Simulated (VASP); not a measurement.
# SrTiO3 (P1) in VASP: single point with PBEsol

Aim: the single point of SrTiO3 with PBEsol.

Everything below comes from runs of VASP 6.6.1. Logs are shortened: lines on timing, memory, paths and dates and some standing lists are left out, and cuts for length are marked.

## 1. The cell of the first run

The typed cell holds 35 atoms: a = 6.740 Å, b = 8.701 Å, c = 8.701 Å, α = 113.58°, β = 104.96°, γ = 104.96°.

## 2. Single point, PBEsol

File INCAR:

```
ALGO = Normal ; EDIFF = 1E-6
ENCUT = 520 ; GGA = PS
ISIF = 2 ; ISMEAR = 0
KPAR = 4 ; LASPH = T
LCHARG = F ; LREAL = Auto
LWAVE = F ; NBANDS = 163
NELM = 60 ; PREC = Accurate
SIGMA = 0.02
```

File KPOINTS:

```
k-points
0
Gamma
  3 3 3
```

File POSCAR:

```
SrTiO3
1.0
   -3.8911418854      3.8911418854     -3.8911418854
    7.7822837707      3.8911418854      0.0000000000
    0.0000000000     -7.7822837707     -3.8911418854
Sr Ti O
7 7 21
Direct
    0.8595315653      0.4275172908      0.1461210006
    0.1454453803      0.5702627801      0.8601303949
    0.5740383918      0.2844150629      0.4317149492
    0.4309142744      0.7130860982      0.5746222042
    0.7164994267      0.8559315627      0.2888852893
    0.0022185371     -0.0013175587      0.0030099696
    0.2880284149      0.1413529040      0.7172618059
    0.0748822592      0.2839192557      0.4329120312
    0.3603599456      0.4267453455      0.1470927275
    0.7891198227      0.1410582691      0.7185758193
    0.6462515820      0.5696537156      0.8614694526
    0.9318210500      0.7123966539      0.5757279937
    0.2175120328      0.8553417680      0.2899843739
    0.5033145159     -0.0017128633      0.0042699093
    0.2126442663      0.3584503299      0.2837756613
    0.4983837261      0.5013234011     -0.0019767932
    0.9270441053      0.2156161309      0.5695409765
    0.7840825589      0.6441616014      0.7124035327
    0.0697954177      0.7870370876      0.4266544203
    0.3555093329      0.9300063975      0.1410441200
    0.6411111852      0.0727572699      0.8551625951
    0.3561894640      0.4302390251      0.6410545266
    0.6418419979      0.5731270304      0.3553381252
    0.0705004416      0.2873768283      0.9267657775
    0.9276178933      0.7159462467      0.0695977817
    0.2132898718      0.8587465534      0.7839248919
    0.4991498972      0.0015891147      0.4981789036
    0.7848328079      0.1445034132      0.2124717485
    0.1416214402      0.0726053164      0.3549995175
    0.4273007134      0.2154401459      0.0692089370
    0.8559050356      0.9296622323      0.6406391940
    0.7131570114      0.3582449585      0.7834905729
   -0.0013498285      0.5010456567      0.4976581039
    0.2843588882      0.6439615321      0.2119781950
    0.5702415091      0.7868737526      0.9263795456
```

Potentials or basis: VASP PAW PBE potentials, release 64 (Sr_sv, Ti_sv, O).

Launch:

```bash
> cat potpaw_PBE.64/Sr_sv/POTCAR potpaw_PBE.64/Ti_sv/POTCAR potpaw_PBE.64/O/POTCAR > POTCAR
> mpirun -np 4 vasp_std > vasp.out
```

OUTCAR:

```text
EDIFF = 1E-6
   ENCUT = 520
   GGA = PS
   ISIF = 2
   ISMEAR = 0
   LASPH = T
   LREAL = Auto
   NELM = 60
   PREC = Accurate

 ion  position               nearest neighbor table
   1  0.860  0.428  0.146-  33 2.70  28 2.70  15 2.70  23 2.75  19 2.75  30 2.75  34 2.75  21 2.75
                            24 2.75  16 2.80  25 2.80  32 2.80  11 3.36  13 3.36   9 3.36  10 3.37
   2  0.145  0.570  0.860-  16 2.70  34 2.70  24 2.70  22 2.75  17 2.75  32 2.75  35 2.75  25 2.75
                            20 2.75  26 2.80  33 2.80  18 2.80  12 3.35   8 3.36  14 3.36  11 3.37
   3  0.574  0.284  0.432-  27 2.70  17 2.70  32 2.70  20 2.75  33 2.75  29 2.75  28 2.75  18 2.75
                            22 2.75  30 2.80  15 2.80  23 2.80   9 3.36  12 3.36  14 3.36   8 3.37
   4  0.431  0.713  0.575-  22 2.70  35 2.70  18 2.70  26 2.75  33 2.75  21 2.75  15 2.75  23 2.75
                            31 2.75  19 2.80  27 2.80  34 2.80  13 3.36  12 3.36  10 3.37   9 3.37
   5  0.716  0.856  0.289-  23 2.70  31 2.70  19 2.70  27 2.75  34 2.75  17 2.75  16 2.75  25 2.75
                            29 2.75  20 2.80  35 2.80  28 2.80  14 3.36  13 3.36  11 3.37   8 3.37
   6  0.002  0.999  0.003-  25 2.70  20 2.70  29 2.70  35 2.75  28 2.75  18 2.75  26 2.75  15 2.75
                            30 2.75  31 2.80  21 2.80  24 2.80  10 3.36  14 3.36  12 3.36   9 3.37
   7  0.288  0.141  0.717-  26 2.70  21 2.70  30 2.70  19 2.75  31 2.75  24 2.75  27 2.75  16 2.75
                            32 2.75  29 2.80  17 2.80  22 2.80   8 3.36  13 3.36  10 3.36  11 3.37
   8  0.075  0.284  0.433-  29 1.91  17 1.91  22 1.91  28 1.99  33 1.99  15 1.99   7 3.36   2 3.36
                             3 3.37   5 3.37   4 3.37   3 3.37   6 3.37   1 3.38
   9  0.360  0.427  0.147-  15 1.91  30 1.91  23 1.91  24 1.99  34 1.99  16 1.99   3 3.36   1 3.36
                             6 3.37   4 3.37   5 3.37   1 3.37   7 3.38   2 3.38
  10  0.789  0.141  0.719-  21 1.91  24 1.91  31 1.91  32 1.99  27 1.99  17 1.99   6 3.36   7 3.36
                             4 3.37   1 3.37   5 3.37   7 3.37   2 3.38   3 3.38
  11  0.646  0.570  0.861-  16 1.90  25 1.91  32 1.91  35 1.99  18 1.99  22 1.99   1 3.36   5 3.37
                             2 3.37   7 3.37   6 3.37   2 3.37   3 3.37   4 3.38
[... 10 lines left out ...]
  19  0.070  0.787  0.427-  13 1.91  12 1.99   5 2.70   7 2.75   1 2.75   4 2.80
  20  0.356  0.930  0.141-  14 1.91  13 1.99   6 2.70   3 2.75   2 2.75   5 2.80
[... 13 lines left out ...]
  34  0.284  0.644  0.212-  13 1.91   9 1.99   2 2.70   5 2.75   1 2.75   4 2.80
  35  0.570  0.787  0.926-  14 1.91  11 1.99   4 2.70   6 2.75   2 2.75   5 2.80

  LATTYP: Found a trigonal (rhomboedric) cell.
 ALAT       =     8.7008577658
 COS(alpha) =    -0.4000000000

  Lattice vectors:

 A1 = (  -7.7822837707,  -3.8911418854,   0.0000000000)
 A2 = (   0.0000000000,   7.7822837707,   3.8911418854)
 A3 = (   3.8911418853,   0.0000000001,  -7.7822837708)

Analysis of symmetry for initial positions (statically):
=====================================================================
 Subroutine PRICEL returns:
 Original cell was already a primitive cell.

 Routine SETGRP: Setting up the symmetry group for a
 trigonal (rhombohedral) supercell.

 Subroutine GETGRP returns: Found  1 space group operations
 (whereof  1 operations were pure point group operations)
 out of a pool of 12 trial point group operations.

The static configuration has the point symmetry C_1 .

Analysis of symmetry for dynamics (positions and initial velocities):
=====================================================================
 Subroutine PRICEL returns:
 Original cell was already a primitive cell.

 Routine SETGRP: Setting up the symmetry group for a
 trigonal (rhombohedral) supercell.

 Subroutine GETGRP returns: Found  1 space group operations
 (whereof  1 operations were pure point group operations)
 out of a pool of 12 trial point group operations.

The dynamic configuration has the point symmetry C_1 .

 Subroutine INISYM returns: Found  1 space group operations
 (whereof  1 operations are pure point group operations),
 and found     1 'primitive' translations

----------------------------------------------------------------------------------------

                                     Primitive cell

  volume of cell :     412.4101

  direct lattice vectors                    reciprocal lattice vectors
    -3.891141885  3.891141885 -3.891141885    -0.036713424  0.073426849 -0.146853697
     7.782283771  3.891141885  0.000000000     0.110140273  0.036713424 -0.073426849
     0.000000000 -7.782283771 -3.891141885     0.036713424 -0.073426849 -0.110140273

  length of vectors
     6.739655445  8.700857766  8.700857766     0.168242046  0.137369055  0.137369055

  position of ions in fractional coordinates (direct lattice)
     0.859531565  0.427517291  0.146121001
     0.145445380  0.570262780  0.860130395
     0.574038392  0.284415063  0.431714949
     0.430914274  0.713086098  0.574622204
     0.716499427  0.855931563  0.288885289
     0.002218537  0.998682441  0.003009970
[... 27 lines left out ...]
     0.284358888  0.643961532  0.211978195
     0.570241509  0.786873753  0.926379546

  ion indices of the primitive-cell ions
   primitive index   ion index
                 1           1
                 2           2
                 3           3
                 4           4
                 5           5
                 6           6
[... 27 lines left out ...]
                34          34
                35          35

----------------------------------------------------------------------------------------

 KPOINTS: k-points

Automatic generation of k-mesh.
 Grid dimensions read from file:
 generate k-points for:    3    3    3

 Generating k-lattice:

  Cartesian coordinates                     Fractional coordinates (reciprocal lattice)
    -0.012237808  0.024475616 -0.048951232     0.333333333  0.000000000  0.000000000
     0.036713424  0.012237808 -0.024475616     0.000000000  0.333333333  0.000000000
     0.012237808 -0.024475616 -0.036713424     0.000000000 -0.000000000  0.333333333

  Length of vectors
     0.056080682  0.045789685  0.045789685

  Shift w.r.t. Gamma in fractional coordinates (k-lattice)
     0.000000000  0.000000000  0.000000000

 Subroutine IBZKPT returns following result:
 ===========================================

 Found     14 irreducible k-points:

 Following reciprocal coordinates:
            Coordinates               Weight
  0.000000  0.000000  0.000000      1.000000
  0.333333 -0.000000  0.000000      2.000000
 -0.333333  0.000000  0.333333      2.000000
  0.333333 -0.333333  0.000000      2.000000
  0.000000  0.333333  0.000000      2.000000
  0.000000 -0.333333  0.333333      2.000000
 -0.000000 -0.000000 -0.333333      2.000000
  0.333333  0.333333  0.000000      2.000000
 -0.333333 -0.333333 -0.333333      2.000000
 -0.333333  0.000000 -0.333333      2.000000
  0.000000  0.333333  0.333333      2.000000
 -0.333333  0.333333  0.333333      2.000000
  0.333333 -0.333333  0.333333      2.000000
 -0.333333 -0.333333  0.333333      2.000000
   k-points           NKPTS =     14   k-points in BZ     NKDIM =     14   number of bands    NBANDS=    163
   number of dos      NEDOS =    301   number of ions     NIONS =     35
   total plane-waves  NPLWV = 245000
   dimension x,y,z NGX =    50 NGY =   70 NGZ =   70
   dimension x,y,z NGXF=   100 NGYF=  140 NGZF=  140
   ions per type =               7   7  21
   NGX,Y,Z   is equivalent  to a cutoff of  12.33, 13.37, 13.37 a.u.
   NGXF,Y,Z  is equivalent  to a cutoff of  24.67, 26.75, 26.75 a.u.
 SYSTEM =  unknown system
   PREC   = accura    normal or accurate (medium, high low for compatibility)
   ISTART =      0    job   : 0-new  1-cont  2-samecut
   ICHARG =      2    charge: 1-file 2-atom 10-const
   ISPIN  =      1    spin polarized calculation?
   LNONCOLLINEAR =      F non collinear calculations
   LSORBIT =      F    spin-orbit coupling
   LASPH  =      T    aspherical Exc in radial PAW
   ENCUT  =  520.0 eV  38.22 Ry    6.18 a.u.  12.53 16.18 16.18*2*pi/ulx,y,z
   NELM   =     60;   NELMIN=  2; NELMDL= -5     # of ELM steps
   EDIFF  = 0.1E-05   stopping-criterion for ELM
   LREAL  =      T    real-space projection
   EDIFFG = 0.1E-04   stopping-criterion for IOM
   NSW    =      0    number of steps for IOM
   IBRION =     -1    ionic relax: 0-MD 1-quasi-New 2-CG
   NFREE  =      0    steps in history (QN), initial steepest desc. (CG)
   ISIF   =      2    stress and relaxation
   ISYM   =      2    0-nonsym 1-usesym 2-fastsym
   POTIM  = 0.5000    time-step for ionic-motion
   TEBEG  =    0.0;   TEEND  =   0.0 temperature during run
   PSTRESS=    0.0 pullay stress
   NELECT =     280.0000    total number of electrons
   NUPDOWN=      -1.0000    fix difference up-down
   EMIN   =  10.00;   EMAX   =-10.00  energy-range for DOS
   EFERMI =   0.00;   METHOD = LEGACY
   ISMEAR =     0;   SIGMA  =   0.02  broadening in eV -4-tet -1-fermi 0-gaus
   EFERMI_NEDOS =   21; number of points for ismear=-14 and -15
   IALGO  =     38    algorithm
   IMIX   =      4    mixing-type and parameters
     AMIX     =   0.40;   BMIX     =  1.00
     AMIX_MAG =   1.60;   BMIX_MAG =  1.00
  volume/ion in A,a.u.               =      11.78        79.52
  Fermi-wavevector in a.u.,A,eV,Ry     =   1.438857  2.719046 28.168287  2.070311
  Thomas-Fermi vector in A             =   2.557778
   LORBIT       =      0    0 simple, 1 ext, 2 COOP (PROOUT), +10 PAW based schemes
   GGA     = PS    functional components
   LHFCALC =     F    Hartree Fock is set to
   AEXX    =    0.0000 exact exchange contribution
   IVDW    =     0    specifies the selected vdW correction
   LEPSILON=     F    determine dielectric tensor
   LRPA    =     F    only Hartree local field effects (RPA)
 non-spin polarized calculation
 Gauss-broadening in eV      SIGMA  =   0.02
  energy-cutoff  :      520.00
  volume of cell :      412.41
 maximum number of plane-waves:     11127
 NGX is ok and might be reduce to    50
   NGX = 25   NGY = 33   NGZ = 33

 number of electron     280.0000014 magnetization

 Free energy of the ion-electron system (eV)
  ---------------------------------------------------
  ext. energy  EPLUGINS =         0.00000000
  ---------------------------------------------------
  free energy    TOTEN  =      -294.12487155 eV

  energy without entropy =     -294.12487155  energy(sigma->0) =     -294.12487155

 E-fermi :   4.1730     XC(G=0): -11.5947

 val. band max:        4.0418107982   @ k =   0.3333  -0.3333   0.3333
 cond. band min:       6.0248847417   @ k =   0.0000   0.0000   0.0000
 fundamental gap:      1.9830739435
 Fermi energy:         4.1730417763

 k-point     1 :       0.0000    0.0000    0.0000
  band No.  band energies     occupation
      1     -52.0108      2.00000
      2     -52.0090      2.00000
      3     -52.0081      2.00000
      4     -52.0072      2.00000
      5     -52.0068      2.00000
      6     -52.0068      2.00000
[... 2159 lines left out ...]
    151       7.6250      0.00000
    152       7.7497      0.00000
 [bands above 152 left out]

------------------------ aborting loop because EDIFF is reached ----------------------------------------

  FORCE on cell =-STRESS in cart. coord.  units (eV):
  Direction    XX          YY          ZZ          XY          YZ          ZX
  --------------------------------------------------------------------------------------
  -------------------------------------------------------------------------------------
  Total        2.6004267      2.6080287      2.6050843      0.1450993      0.1539209      0.1262797
  in kB       10.1024323     10.1319658     10.1205269      0.5636983      0.5979693      0.4905859
  external PRESSURE =      10.1183083 kB  Pullay stress =       0.0000000 kB

 VOLUME and BASIS-vectors are now :
 -----------------------------------------------------------------------------
  energy-cutoff  :      520.00
  volume of cell :      412.41
      direct lattice vectors                 reciprocal lattice vectors
    -3.891141885  3.891141885 -3.891141885    -0.036713424  0.073426849 -0.146853697
     7.782283771  3.891141885  0.000000000     0.110140273  0.036713424 -0.073426849
     0.000000000 -7.782283771 -3.891141885     0.036713424 -0.073426849 -0.110140273

 POSITION                                       TOTAL-FORCE (eV/Angst)
 -----------------------------------------------------------------------------------
     -0.01750      3.87093     -3.91314        -0.008666      0.003335      0.001221
      3.87200     -3.90886     -3.91284        -0.003144     -0.010156     -0.004046
     -0.02027     -0.01936     -3.91353         0.001830     -0.001275      0.003657
      3.87269     -0.02041     -3.91269        -0.005556      0.006522     -0.000690
      3.87310      3.87036     -3.91209        -0.003814      0.003345     -0.002138
      7.76340      3.87122     -0.02034         0.000021     -0.001141     -0.009430
[... 27 lines left out ...]
      3.90501      1.96255     -1.93132        -0.021376      0.002478     -0.001286
      3.90478     -1.92862     -5.82356        -0.016927      0.001688      0.006002
 -----------------------------------------------------------------------------------
    total drift:                               -0.016988     -0.065257     -0.038431

  FREE ENERGIE OF THE ION-ELECTRON SYSTEM (eV)
  ---------------------------------------------------
  free  energy   TOTEN  =      -294.1248715546 eV

  energy  without entropy=     -294.1248715546  energy(sigma->0) =     -294.12487155
```

It took 12 min on 4 MPI ranks of Intel Xeon Platinum 8375C at 2.90GHz (Ice Lake), shared host; peak memory 0.95 GiB.

What came out:

```
Free energy            : -294.1249 eV
Pressure               : 1.0 GPa
Largest force          : 0.048 eV/Å
Band gap on the k mesh : 1.98 eV
```

Forces in eV/Å, atoms in the order of the input:
```
Sr  -0.009  0.003  0.001
Sr  -0.003 -0.010 -0.004
Sr   0.002 -0.001  0.004
Sr  -0.006  0.007 -0.001
Sr  -0.004  0.003 -0.002
Sr   0.000 -0.001 -0.009
Sr   0.006  0.004 -0.008
Ti   0.019  0.026  0.020
Ti   0.017  0.022  0.021
Ti   0.036  0.019  0.020
Ti   0.018  0.009  0.029
Ti   0.028  0.032  0.024
Ti   0.009  0.029  0.013
Ti   0.020  0.003  0.014
O    0.002 -0.022  0.000
O    0.000 -0.026  0.000
O    0.001 -0.024  0.001
O   -0.001 -0.013 -0.001
O    0.000 -0.024 -0.001
O   -0.002 -0.012  0.004
O   -0.002 -0.026 -0.001
O    0.003  0.001 -0.022
O    0.001  0.001 -0.026
O   -0.003  0.000 -0.018
O    0.003 -0.001 -0.025
O   -0.001  0.000 -0.018
O    0.004  0.002 -0.012
O    0.002  0.000 -0.013
O   -0.031  0.000  0.002
O   -0.027  0.002  0.000
O   -0.023 -0.003  0.000
O   -0.009 -0.001  0.004
O   -0.013 -0.001 -0.002
O   -0.021  0.002 -0.001
O   -0.017  0.002  0.006
```

Stress tensor (GPa, compression positive):
```
1.01 0.06 0.05
0.06 1.01 0.06
0.05 0.06 1.01
```

Caveat: the PAW data sets were made with another functional, which shifts forces and pressure a little.
